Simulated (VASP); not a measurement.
Sn, 1 atom in the cell. Symmetry: I4/mmm, No. 139, tetragonal system. Conventional cell: a = 3.419 Å, b = 3.419 Å, c = 4.680 Å, α = 90.00°, β = 90.00°, γ = 90.00°. Sn (site symmetry 4/mmm) has 12 Sn at 3.36 to 3.42 Å within 4.4 Å. 

```yaml
Program: VASP 6.6.1
Task: single point
Functional: r2SCAN
Potentials_or_basis: VASP PAW PBE potentials, release 64 (Sn_d)
Cutoff: 520 eV
k_mesh: 11 × 11 × 11
Occupations: fermi-dirac, width 0.05 eV
Spin: no spin polarisation
Dipole_correction: no
Further_INCAR_settings: ALGO = Normal; EDIFF = 1e-07; NBANDS = 13
```

Potentials or basis: VASP PAW PBE potentials, release 64 (Sn_d).

Command:

```sh
$ cat potpaw_PBE.64/Sn_d/POTCAR > POTCAR
$ cp INCAR.step1 INCAR
$ mpirun -np 1 vasp_std > vasp.out
$ cp INCAR.step2 INCAR
$ mpirun -np 1 vasp_std > vasp.out
```

Hardware: 1 thread of Intel Xeon 8259CL, on a shared host.

Task: How long does it take, and how much memory?

Result: It took 6.8 min on 1 thread of Intel Xeon 8259CL, on a shared host, peak memory 0.22 GiB. Counts: k points 216.
